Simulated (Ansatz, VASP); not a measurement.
# NaI: VASP beside Ansatz

```xyz
2
Lattice="0.0000 3.2364 3.2364 3.2364 0.0000 3.2364 3.2364 3.2364 0.0000" Properties=species:S:1:pos:R:3 pbc="T T T"
Na    0.0000    0.0000    0.0000
I     3.2364    3.2364    3.2364
```

Alike in both runs: task single point; functional PBE; k mesh 6 × 6 × 6; occupations gaussian, width 0.02 eV; no spin polarisation.

```csv
,VASP,Ansatz
version,VASP 6.6.1,Ansatz 0.2.0
potentials or method,"VASP PAW PBE potentials, release 64 (Na_pv, I), cutoff 500 eV","scalar-relativistic, plane waves, PAW"
valence electrons in the cell,14,26
```

|  | VASP | Ansatz | Ansatz less VASP |
| --- | --- | --- | --- |
| gap on the k mesh at the Fermi level (eV) | 3.64 | 3.64 | +0.004 |
| least direct gap on the mesh (eV) | 3.64 | 3.64 | +0.004 |
| pressure (GPa) | 0.4 | 0.4 | -0.02 |

The functional is the same, so the differences come from potentials, cutoffs and numerics. VASP's potentials hold 14 valence electrons a cell and Ansatz's 26, so a difference there can come from the potentials and not from the codes.

Spin-orbit coupling is off throughout.
